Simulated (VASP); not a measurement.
Write the native input for VASP 6.6.1 that does the following.

```yaml
Task: single point
Functional: LDA
Potentials_or_basis: VASP PAW LDA potentials, release 64 (Ge_d)
Cutoff: 520 eV
k_mesh: 8 × 8 × 4
Occupations: fermi-dirac, width 0.1 eV
Spin: no spin polarisation
Dipole_correction: no
Further_INCAR_settings: ALGO = Normal; EDIFF = 1e-06; NBANDS = 21
```

The structure of Ge lies in POSCAR:

```
Ge
1.0
    1.4880500000     -2.5946900000      0.0000000000
    1.4880500000      2.5946900000      0.0000000000
    0.0000000000      0.0000000000      4.7276000000
Ge
2
Direct
    0.6726935062      0.2986464938      0.2112000000
    0.3264000000      0.6967000000      0.7408700000
```

The input as run:

INCAR

```
ALGO     = Normal         # electronic algorithm
EDIFF    = 1E-6           # SCF threshold, eV
ENCUT    = 520            # plane-wave cutoff, eV
ISIF     = 2              # what is computed and relaxed
ISMEAR   = -1             # smearing method
LASPH    = T              # aspherical terms in the spheres
LCHARG   = T              # write CHGCAR
LELF     = T              # ELF
LREAL    = F              # projectors in reciprocal space
LVHAR    = T            
LWAVE    = F              # write WAVECAR
NBANDS   = 21             # bands
NELM     = 100            # most SCF steps
PREC     = Accurate       # precision mode
SIGMA    = 0.1            # smearing width, eV
```

KPOINTS

```
k-points
0
Gamma
  8 8 4
```

Potentials or basis: VASP PAW LDA potentials, release 64 (Ge_d).

The run is started by

```sh
$ cat potpaw_LDA.64/Ge_d/POTCAR > POTCAR
$ mpirun -np 1 vasp_std > vasp.out
```

It gave:

* Pressure: -0.3 GPa
* Largest force: 0.492 eV/Å
* Band gap on the k mesh: zero (bands 14 and 15 overlap by 8.76 eV)

It took 34 s on 1 thread of AMD EPYC 9R45 96-Core Processor (Zen 5), with other jobs on the host, peak memory 0.16 GiB.
